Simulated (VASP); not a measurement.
# Se (Im-3m) in VASP: a series of runs

The runs below take Se through single point, with LDA.

All numbers are computed with VASP 6.6.1; they aren't measurements. Logs are shortened: lines on timing, memory, paths and dates and some standing lists are left out, and cuts for length are marked.

### Step 1. The cell of the first run

It takes space group Im-3m (No. 229, cubic). Conventional cell: a = 3.357 Å, b = 3.357 Å, c = 3.357 Å, α = 90.00°, β = 90.00°, γ = 90.00°. Within 3.8 Å of Se (site symmetry m-3m) lie 14 Se at 2.91 to 3.36 Å.

This isn't the form of Se at room conditions, which is trigonal, of chains.

### Step 2. Single point, LDA

Contents of INCAR:

```
PREC = Accurate ; ENCUT = 520
EDIFF = 1E-6 ; ISMEAR = -1
SIGMA = 0.1 ; LREAL = F
LASPH = T ; NELM = 80
ALGO = Normal ; ISIF = 2
LWAVE = F ; LCHARG = F
NBANDS = 9
```

Contents of KPOINTS:

```
Automatic mesh
0
Gamma
  22 22 22
```

Contents of POSCAR:

```
Se
1.0
   -1.6784627611      1.6784627611      1.6784627611
    1.6784627611     -1.6784627611      1.6784627611
    1.6784627611      1.6784627611     -1.6784627611
Se
1
Direct
    0.0000000000      0.0000000000      0.0000000000
```

Potentials or basis: VASP PAW LDA potentials, release 64 (Se).

Command:

```console
cat potpaw_LDA.64/Se/POTCAR > POTCAR
mpirun -np 1 vasp_std > vasp.out
```

OUTCAR:

```text
PREC = Accurate
   ENCUT = 520
   EDIFF = 1E-6
   ISMEAR = -1
   LREAL = F
   LASPH = T
   NELM = 80
   ISIF = 2

 ion  position               nearest neighbor table
   1  0.000  0.000  0.000-

  LATTYP: Found a body centered cubic cell.
 ALAT       =     3.3569255222

  Lattice vectors:

 A1 = (  -1.6784627611,   1.6784627611,   1.6784627611)
 A2 = (   1.6784627611,  -1.6784627611,   1.6784627611)
 A3 = (   1.6784627611,   1.6784627611,  -1.6784627611)

Analysis of symmetry for initial positions (statically):
=====================================================================
 Subroutine PRICEL returns:
 Original cell was already a primitive cell.

 Routine SETGRP: Setting up the symmetry group for a
 body centered cubic supercell.

 Subroutine GETGRP returns: Found 48 space group operations
 (whereof 48 operations were pure point group operations)
 out of a pool of 48 trial point group operations.

The static configuration has the point symmetry O_h .

Analysis of symmetry for dynamics (positions and initial velocities):
=====================================================================
 Subroutine PRICEL returns:
 Original cell was already a primitive cell.

 Routine SETGRP: Setting up the symmetry group for a
 body centered cubic supercell.

 Subroutine GETGRP returns: Found 48 space group operations
 (whereof 48 operations were pure point group operations)
 out of a pool of 48 trial point group operations.

The dynamic configuration has the point symmetry O_h .

 Subroutine INISYM returns: Found 48 space group operations
 (whereof 48 operations are pure point group operations),
 and found     1 'primitive' translations

----------------------------------------------------------------------------------------

                                     Primitive cell

  volume of cell :      18.9145

  direct lattice vectors                    reciprocal lattice vectors
    -1.678462761  1.678462761  1.678462761     0.000000000  0.297891625  0.297891625
     1.678462761 -1.678462761  1.678462761     0.297891625  0.000000000  0.297891625
     1.678462761  1.678462761 -1.678462761     0.297891625  0.297891625  0.000000000

  length of vectors
     2.907182781  2.907182781  2.907182781     0.421282377  0.421282377  0.421282377

  position of ions in fractional coordinates (direct lattice)
     0.000000000  0.000000000  0.000000000

  ion indices of the primitive-cell ions
   primitive index   ion index
                 1           1

----------------------------------------------------------------------------------------

 KPOINTS: Automatic mesh

Automatic generation of k-mesh.
 Grid dimensions read from file:
 generate k-points for:   22   22   22

 Generating k-lattice:

  Cartesian coordinates                     Fractional coordinates (reciprocal lattice)
     0.000000000  0.013540528  0.013540528     0.045454545  0.000000000  0.000000000
     0.013540528  0.000000000  0.013540528     0.000000000  0.045454545  0.000000000
     0.013540528  0.013540528  0.000000000     0.000000000  0.000000000  0.045454545

  Length of vectors
     0.019149199  0.019149199  0.019149199

  Shift w.r.t. Gamma in fractional coordinates (k-lattice)
     0.000000000  0.000000000  0.000000000

 Subroutine IBZKPT returns following result:
 ===========================================

 Found    328 irreducible k-points:

 Following reciprocal coordinates:
            Coordinates               Weight
  0.000000  0.000000  0.000000      1.000000
  0.045455  0.000000  0.000000     12.000000
  0.090909  0.000000  0.000000     12.000000
  0.136364  0.000000  0.000000     12.000000
  0.181818  0.000000  0.000000     12.000000
  0.227273  0.000000  0.000000     12.000000
[... 16 lines left out ...]
  0.090909  0.090909  0.000000     24.000000
  0.136364  0.090909  0.000000     48.000000
 [... further k-points ...]
   k-points           NKPTS =    328   k-points in BZ     NKDIM =    328   number of bands    NBANDS=      9
   number of dos      NEDOS =    301   number of ions     NIONS =      1
   total plane-waves  NPLWV =  13824
   dimension x,y,z NGX =    24 NGY =   24 NGZ =   24
   dimension x,y,z NGXF=    48 NGYF=   48 NGZF=   48
   ions per type =               1
   NGX,Y,Z   is equivalent  to a cutoff of  13.72, 13.72, 13.72 a.u.
   NGXF,Y,Z  is equivalent  to a cutoff of  27.45, 27.45, 27.45 a.u.
 SYSTEM =  unknown system
   PREC   = accura    normal or accurate (medium, high low for compatibility)
   ISTART =      0    job   : 0-new  1-cont  2-samecut
   ICHARG =      2    charge: 1-file 2-atom 10-const
   ISPIN  =      1    spin polarized calculation?
   LNONCOLLINEAR =      F non collinear calculations
   LSORBIT =      F    spin-orbit coupling
   LASPH  =      T    aspherical Exc in radial PAW
   ENCUT  =  520.0 eV  38.22 Ry    6.18 a.u.   5.41  5.41  5.41*2*pi/ulx,y,z
   NELM   =     80;   NELMIN=  2; NELMDL= -5     # of ELM steps
   EDIFF  = 0.1E-05   stopping-criterion for ELM
   LREAL  =      F    real-space projection
   EDIFFG = 0.1E-04   stopping-criterion for IOM
   NSW    =      0    number of steps for IOM
   IBRION =     -1    ionic relax: 0-MD 1-quasi-New 2-CG
   NFREE  =      0    steps in history (QN), initial steepest desc. (CG)
   ISIF   =      2    stress and relaxation
   ISYM   =      2    0-nonsym 1-usesym 2-fastsym
   POTIM  = 0.5000    time-step for ionic-motion
   TEBEG  =    0.0;   TEEND  =   0.0 temperature during run
   PSTRESS=    0.0 pullay stress
   NELECT =       6.0000    total number of electrons
   NUPDOWN=      -1.0000    fix difference up-down
   EMIN   =  10.00;   EMAX   =-10.00  energy-range for DOS
   EFERMI =   0.00;   METHOD = LEGACY
   ISMEAR =    -1;   SIGMA  =   0.10  broadening in eV -4-tet -1-fermi 0-gaus
   EFERMI_NEDOS =   21; number of points for ismear=-14 and -15
   IALGO  =     38    algorithm
   IMIX   =      4    mixing-type and parameters
     AMIX     =   0.40;   BMIX     =  1.00
     AMIX_MAG =   1.60;   BMIX_MAG =  1.00
  volume/ion in A,a.u.               =      18.91       127.64
  Fermi-wavevector in a.u.,A,eV,Ry     =   1.116504  2.109886 16.960761  1.246581
  Thomas-Fermi vector in A             =   2.253118
   LORBIT       =      0    0 simple, 1 ext, 2 COOP (PROOUT), +10 PAW based schemes
   GGA     = CA    functional components
   LHFCALC =     F    Hartree Fock is set to
   AEXX    =    0.0000 exact exchange contribution
   IVDW    =     0    specifies the selected vdW correction
   LEPSILON=     F    determine dielectric tensor
   LRPA    =     F    only Hartree local field effects (RPA)
 non-spin polarized calculation
  energy-cutoff  :      520.00
  volume of cell :       18.91
 maximum number of plane-waves:       531
 NGX is ok and might be reduce to    24
   NGX = 11   NGY = 11   NGZ = 11

 number of electron       6.0000000 magnetization

 Free energy of the ion-electron system (eV)
  ---------------------------------------------------
  ext. energy  EPLUGINS =         0.00000000
  ---------------------------------------------------
  free energy    TOTEN  =        -3.73032452 eV

  energy without entropy =       -3.70742773  energy(sigma->0) =       -3.71887613

 E-fermi :   6.5376     XC(G=0): -11.0946

 val. band max:        6.5248302662   @ k =  -0.4545   0.5000   0.1818
 cond. band min:       6.5376416657   @ k =  -0.4091   0.4545   0.1818
 fundamental gap:      0.0128113996
 Fermi energy:         6.5376324466

 k-point     1 :       0.0000    0.0000    0.0000
  band No.  band energies     occupation
      1     -10.2761      2.00000
      2       9.8247      0.00000
      3       9.8247      0.00000
      4       9.8247      0.00000
      5      18.5367      0.00000
      6      19.1220      0.00000
      7      19.1220      0.00000
      8      19.1220      0.00000
      9      22.1801      0.00000

 k-point     2 :       0.0455    0.0000    0.0000
  band No.  band energies     occupation
      1     -10.2289      2.00000
      2       9.5149      0.00000
      3       9.7181      0.00000
      4       9.8053      0.00000
      5      18.6781      0.00000
      6      18.9038      0.00000
      7      19.1131      0.00000
      8      19.3272      0.00000
      9      21.5578      0.00000

 k-point     3 :       0.0909    0.0000    0.0000
  band No.  band energies     occupation
      1     -10.0876      2.00000
      2       8.6929      0.00000
      3       9.4269      0.00000
      4       9.7484      0.00000
      5      18.2717      0.00000
      6      18.3793      0.00000
      7      19.7091      0.00000
      8      19.9142      0.00000
      9      21.0836      0.00000

 k-point     4 :       0.1364    0.0000    0.0000
  band No.  band energies     occupation
      1      -9.8541      2.00000
      2       7.5595      0.00007
      3       9.0161      0.00000
      4       9.6575      0.00000
      5      17.4335      0.00000
      6      17.7433      0.00000
      7      20.4648      0.00000
      8      20.8173      0.00000
      9      21.3376      0.00000
[... 205 lines left out ...]
 k-point    22 :       0.4545    0.0455   -0.0000
  band No.  band energies     occupation
      1      -6.4308      2.00000
      2      -0.6183      2.00000
      3       6.4068      1.57458
      4       8.6421      0.00000
      5      13.7108      0.00000
      6      15.0470      0.00000
      7      23.5312      0.00000
      8      25.1720      0.00000
      9      25.6382      0.00000

 k-point    23 :       0.0909    0.0909    0.0000
  band No.  band energies     occupation
      1      -9.7151      2.00000
      2       7.0804      0.00875
      3       8.8201      0.00000
      4       9.3656      0.00000
      5      17.4028      0.00000
      6      17.7851      0.00000
      7      19.6842      0.00000
      8      20.3984      0.00000
      9      22.3514      0.00000

 k-point    24 :       0.1364    0.0909    0.0000
  band No.  band energies     occupation
      1      -9.3947      2.00000
      2       5.9867      1.99194
      3       8.2490      0.00000
      4       9.1747      0.00000
      5      16.7955      0.00000
      6      17.3261      0.00000
      7      20.0353      0.00000
      8      20.7110      0.00000
      9      22.8093      0.00000

 [... further k-points ...]

------------------------ aborting loop because EDIFF is reached ----------------------------------------

  FORCE on cell =-STRESS in cart. coord.  units (eV):
  Direction    XX          YY          ZZ          XY          YZ          ZX
  --------------------------------------------------------------------------------------
  -------------------------------------------------------------------------------------
  Total        0.0321839      0.0321839      0.0321839      0.0000000     -0.0000000      0.0000000
  in kB        2.7261784      2.7261784      2.7261784      0.0000000     -0.0000000      0.0000000
  external PRESSURE =       2.7261784 kB  Pullay stress =       0.0000000 kB

 VOLUME and BASIS-vectors are now :
 -----------------------------------------------------------------------------
  energy-cutoff  :      520.00
  volume of cell :       18.91
      direct lattice vectors                 reciprocal lattice vectors
    -1.678462761  1.678462761  1.678462761     0.000000000  0.297891625  0.297891625
     1.678462761 -1.678462761  1.678462761     0.297891625  0.000000000  0.297891625
     1.678462761  1.678462761 -1.678462761     0.297891625  0.297891625  0.000000000

 POSITION                                       TOTAL-FORCE (eV/Angst)
 -----------------------------------------------------------------------------------
      0.00000      0.00000      0.00000         0.000000      0.000000      0.000000
 -----------------------------------------------------------------------------------
    total drift:                                0.000000     -0.000000     -0.000000

  FREE ENERGIE OF THE ION-ELECTRON SYSTEM (eV)
  ---------------------------------------------------
  free  energy   TOTEN  =        -3.7303245183 eV

  energy  without entropy=       -3.7074277336  energy(sigma->0) =       -3.71887613
```

Wall time 56 s (1 thread of Intel Xeon 8259CL, shared host); peak memory 0.17 GiB.

Results:

```yaml
Free_energy: -3.7303 eV
Pressure: 0.3 GPa
Band_gap_on_the_k_mesh: zero (bands 3 and 4 overlap by 6.88 eV)
```

### Step 3. Single point, LDA, non-collinear spin, zero start, spin-orbit coupling

Contents of INCAR:

```
  PREC = Accurate
  ENCUT = 520
  EDIFF = 1E-6
  ISMEAR = -1
  SIGMA = 0.1
  LREAL = F
  LASPH = T
  NELM = 150
  ALGO = Normal
  ISIF = 2
  LWAVE = F
  LCHARG = F
  MAGMOM = 0 0 0
  LORBIT = 11
  LSORBIT = T
  GGA_COMPAT = F
  LORBMOM = T
  NBANDS = 17
```

Contents of KPOINTS:

```
Automatic mesh
0
Gamma
  13 13 13
```

POSCAR is that of step 2.

Potentials or basis: VASP PAW LDA potentials, release 64 (Se).

Command:

```console
cat potpaw_LDA.64/Se/POTCAR > POTCAR
mpirun -np 1 vasp_ncl > vasp.out
```

OUTCAR:

```text
PREC = Accurate
   ENCUT = 520
   EDIFF = 1E-6
   ISMEAR = -1
   LREAL = F
   LASPH = T
   NELM = 150
   ISIF = 2
   LORBIT = 11
   LSORBIT = T

 ion  position               nearest neighbor table
   1  0.000  0.000  0.000-

  LATTYP: Found a body centered cubic cell.
 ALAT       =     3.3569255222

  Lattice vectors:

 A1 = (  -1.6784627611,   1.6784627611,   1.6784627611)
 A2 = (   1.6784627611,  -1.6784627611,   1.6784627611)
 A3 = (   1.6784627611,   1.6784627611,  -1.6784627611)

Analysis of symmetry for initial positions (statically):
=====================================================================
 Subroutine PRICEL returns:
 Original cell was already a primitive cell.

 Routine SETGRP: Setting up the symmetry group for a
 body centered cubic supercell.

 Subroutine GETGRP returns: Found 48 space group operations
 (whereof 48 operations were pure point group operations)
 out of a pool of 48 trial point group operations.

The static configuration has the point symmetry O_h .

Analysis of symmetry for dynamics (positions and initial velocities):
=====================================================================
 Subroutine PRICEL returns:
 Original cell was already a primitive cell.

 Routine SETGRP: Setting up the symmetry group for a
 body centered cubic supercell.

 Subroutine GETGRP returns: Found 48 space group operations
 (whereof 48 operations were pure point group operations)
 out of a pool of 48 trial point group operations.

The dynamic configuration has the point symmetry O_h .

Analysis of structural, dynamic, and magnetic symmetry:
=====================================================================
 Subroutine PRICEL returns:
 Original cell was already a primitive cell.

 Routine SETGRP: Setting up the symmetry group for a
 body centered cubic supercell.

 Subroutine GETGRP returns: Found 48 space group operations
 (whereof 48 operations were pure point group operations)
 out of a pool of 48 trial point group operations.

[... 645 lines left out ...]
  in kB        3.4569600      3.4569600      3.4569600     -0.0000000      0.0000000     -0.0000000
  external PRESSURE =       3.4569600 kB  Pullay stress =       0.0000000 kB

 VOLUME and BASIS-vectors are now :
 -----------------------------------------------------------------------------
  energy-cutoff  :      520.00
  volume of cell :       18.91
      direct lattice vectors                 reciprocal lattice vectors
    -1.678462761  1.678462761  1.678462761     0.000000000  0.297891625  0.297891625
     1.678462761 -1.678462761  1.678462761     0.297891625  0.000000000  0.297891625
     1.678462761  1.678462761 -1.678462761     0.297891625  0.297891625  0.000000000

 POSITION                                       TOTAL-FORCE (eV/Angst)
 -----------------------------------------------------------------------------------
      0.00000      0.00000      0.00000        -0.000000     -0.000000      0.000000
 -----------------------------------------------------------------------------------
    total drift:                                0.000000     -0.000000      0.000000

  FREE ENERGIE OF THE ION-ELECTRON SYSTEM (eV)
  ---------------------------------------------------
  free  energy   TOTEN  =        -3.7653968289 eV

  energy  without entropy=       -3.7456636095  energy(sigma->0) =       -3.75553022

 orbital moment (x)

 # of ion     p       d       tot
 ----------------------------------------
  1         0.000  -0.000  -0.000
 ----------------------------------------
            0.000  -0.000  -0.000

 orbital moment (y)

 # of ion     p       d       tot
 ----------------------------------------
  1         0.000   0.000   0.000
 ----------------------------------------
            0.000   0.000   0.000

 orbital moment (z)

 # of ion     p       d       tot
 ----------------------------------------
  1         0.000   0.000   0.000
 ----------------------------------------
            0.000   0.000   0.000

 Spin-Orbit-Coupling matrix elements

 Ion:    1  E_soc:     -0.0571566
 l=   1
     0.0000000    -0.0095099    -0.0095099
    -0.0095099     0.0000000    -0.0095099
    -0.0095099    -0.0095099     0.0000000
 l=   2
     0.0000000    -0.0000042     0.0000000    -0.0000042    -0.0000120
    -0.0000042     0.0000000    -0.0000090    -0.0000042    -0.0000030
     0.0000000    -0.0000090     0.0000000    -0.0000090     0.0000000
    -0.0000042    -0.0000042    -0.0000090     0.0000000    -0.0000030
    -0.0000120    -0.0000030     0.0000000    -0.0000030     0.0000000
 l=   3
     0.0000000     0.0000000     0.0000000     0.0000000     0.0000000     0.0000000     0.0000000
     0.0000000     0.0000000     0.0000000     0.0000000     0.0000000     0.0000000     0.0000000
     0.0000000     0.0000000     0.0000000     0.0000000     0.0000000     0.0000000     0.0000000
     0.0000000     0.0000000     0.0000000     0.0000000     0.0000000     0.0000000     0.0000000
     0.0000000     0.0000000     0.0000000     0.0000000     0.0000000     0.0000000     0.0000000
     0.0000000     0.0000000     0.0000000     0.0000000     0.0000000     0.0000000     0.0000000
     0.0000000     0.0000000     0.0000000     0.0000000     0.0000000     0.0000000     0.0000000

 total charge

# of ion       s       p       d       tot
------------------------------------------
    1        1.543   2.061   0.061   3.665

 magnetization (x)

# of ion       s       p       d       tot
------------------------------------------
    1       -0.000   0.000   0.000  -0.000

 magnetization (y)

# of ion       s       p       d       tot
------------------------------------------
    1        0.000  -0.000   0.000   0.000

 magnetization (z)

# of ion       s       p       d       tot
------------------------------------------
    1       -0.000   0.000  -0.000  -0.000
```

stdout:

```text
POSCAR found type information on POSCAR Se
 POSCAR found :  1 types and       1 ions
 scaLAPACK will be used
 LDA part: xc-table for (Slater(with rela. corr.)+CA(PZ))
 , standard interpolation
 POSCAR, INCAR and KPOINTS ok, starting setup
 FFT: planning ... GRIDC
 FFT: planning ... GRID_SOFT
 FFT: planning ... GRID
 WAVECAR not read
 entering main loop
```

Wall time 1.7 min (1 thread of Intel Xeon 8259CL, shared host); peak memory 0.19 GiB.

Results:

| Quantity | Value |
| --- | --- |
| Free energy | -3.7654 eV |
| Pressure | 0.3 GPa |
| Net moment | 0.00 μB per cell |
| Valence electrons inside the program's atomic spheres | Se 3.67 |

Moments on the atoms (μB; x, y, z):
```
Se  0.00 0.00 0.00
```
